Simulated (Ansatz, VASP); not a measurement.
# Os: VASP beside Ansatz

```
Os
1.0
     0.00000    1.97418    1.97418
     1.97418    0.00000    1.97418
     1.97418    1.97418    0.00000
Os
1
Direct
  0.00000 0.00000 0.00000
```

Change from the starting cell: strain +0.015 along x and y, +0.015 along z, atoms carried along.

Alike in both runs: task single point; functional r2SCAN; k mesh 20 × 20 × 20; occupations gaussian, width 0.15 eV; no spin polarisation.

```csv
,VASP,Ansatz
version,VASP 6.6.1,Ansatz 0.2.0
potentials or method,"VASP PAW PBE potentials, release 64 (Os), cutoff 520 eV","scalar-relativistic, plane waves, PAW"
valence electrons in the cell,8,16
```

|  | VASP | Ansatz | Ansatz less VASP |
| --- | --- | --- | --- |
| gap on the k mesh at the Fermi level (eV) | none | none | - |
| pressure (GPa) | -30.0 | -30.3 | -0.25 |

VASP's potentials were made for PBE, not for r2SCAN. A gap of «none» marks a metal or a gap that the smearing closes. Both programs put the cell under strong tension, so it lies far from rest at this level. VASP's potentials hold 8 valence electrons a cell and Ansatz's 16, so a difference there can come from the potentials and not from the codes.

Neither program's run includes spin-orbit coupling. Noted on VASP's run: the cell as given lies far from equilibrium.
